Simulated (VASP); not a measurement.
Sr: single point with r2SCAN

Sr:

```
Sr
1.0
    -2.23100    2.23100    2.61900
     2.23100   -2.23100    2.61900
     2.23100    2.23100   -2.61900
Sr
1
Direct
  0.00000 0.00000 0.00000
```

This cell differs from its parent crystal: strain -0.080 along x and y, +0.080 along z.

```yaml
Program: VASP 6.6.1
Task: single point
Functional: r2SCAN
Potentials_or_basis: VASP PAW PBE potentials, release 64 (Sr_sv)
Cutoff: 520 eV
k_mesh: 14 × 14 × 14
Occupations: gaussian, width 0.15 eV
Spin: no spin polarisation
```

- Pressure: 1.0 GPa
- Band gap on the k mesh: zero (bands 5 and 6 overlap by 0.24 eV)

Levels at points of the mesh, in eV from the Fermi level:
| k point | band 3 | band 4 | band 5 | band 6 | band 7 | band 8 |
| --- | --- | --- | --- | --- | --- | --- |
| (0.00, 0.00, 0.00) | -19.18 | -19.16 | -3.91 | 2.61 | 2.61 | 3.49 |
| (0.50, 0.00, 0.00) | -19.24 | -19.17 | -1.06 | 0.08 | 1.90 | 3.35 |
| (0.50, 0.50, 0.00) | -19.26 | -19.21 | -0.83 | 0.61 | 0.82 | 4.94 |
| (0.50, 0.50, 0.50) | -19.31 | -19.31 | -0.42 | 0.05 | 2.61 | 4.95 |

It took 8 min on 1 thread of Oxide Virtual Turin-like Processor, on a shared host, peak memory 0.24 GiB.

Caveat: the cell differs from its parent crystal (strain -0.080 along x and y, +0.080 along z); the PAW data sets were made with another functional, which shifts forces and pressure a little.
